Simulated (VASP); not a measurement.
Wanted: the native input for a VASP 6.6.1 run.

```yaml
Task: single point
Functional: PBEsol
Potentials_or_basis: VASP PAW PBE potentials, release 64 (Ba_sv)
Cutoff: 520 eV
k_mesh: 14 × 14 × 14
Occupations: gaussian, width 0.15 eV
Spin: no spin polarisation
Dipole_correction: no
Further_INCAR_settings: ALGO = Fast; EDIFF = 1e-06; NBANDS = 11
```

The structure of Ba lies in POSCAR:

```
Ba
1.0
   -2.3750000000      2.3750000000      2.5000000000
    2.3750000000     -2.3750000000      2.5000000000
    2.3750000000      2.3750000000     -2.5000000000
Ba
1
Direct
    0.0000000000      0.0000000000      0.0000000000
```

This cell differs from its parent crystal: strain -0.050 along x and y, +0.000 along z.

One way to write it, as run:

INCAR

```
ALGO     = Fast           # electronic algorithm
EDIFF    = 1E-6           # SCF threshold, eV
ENCUT    = 520            # plane-wave cutoff, eV
GGA      = PS             # functional
ISIF     = 2              # what is computed and relaxed
ISMEAR   = 0              # smearing method
LASPH    = True           # aspherical terms in the spheres
LCHARG   = False          # write CHGCAR
LREAL    = False          # projectors in reciprocal space
LWAVE    = False          # write WAVECAR
NBANDS   = 11             # bands
NELM     = 100            # most SCF steps
PREC     = Accurate       # precision mode
SIGMA    = 0.15           # smearing width, eV
```

KPOINTS

```
k-points
0
Gamma
  14 14 14
```

Potentials or basis: VASP PAW PBE potentials, release 64 (Ba_sv).

Run with:

```console
$ cat potpaw_PBE.64/Ba_sv/POTCAR > POTCAR
$ mpirun -np 1 vasp_std > vasp.out
```

Results of the run:

| Quantity | Value |
| --- | --- |
| Pressure | 0.4 GPa |
| Band gap on the k mesh | zero (bands 5 and 6 overlap by 1.15 eV) |

Caveat: the cell differs from its parent crystal (strain -0.050 along x and y, +0.000 along z); the PAW data sets were made with another functional, which shifts forces and pressure a little; spin-orbit coupling is left out, which moves the levels of the heavy elements.

It took 74 s on 1 thread of Intel(R) Xeon(R) Platinum 8259CL CPU @ 2.50GHz (Skylake/Cascade Lake), with other jobs on the host, peak memory 0.28 GiB.
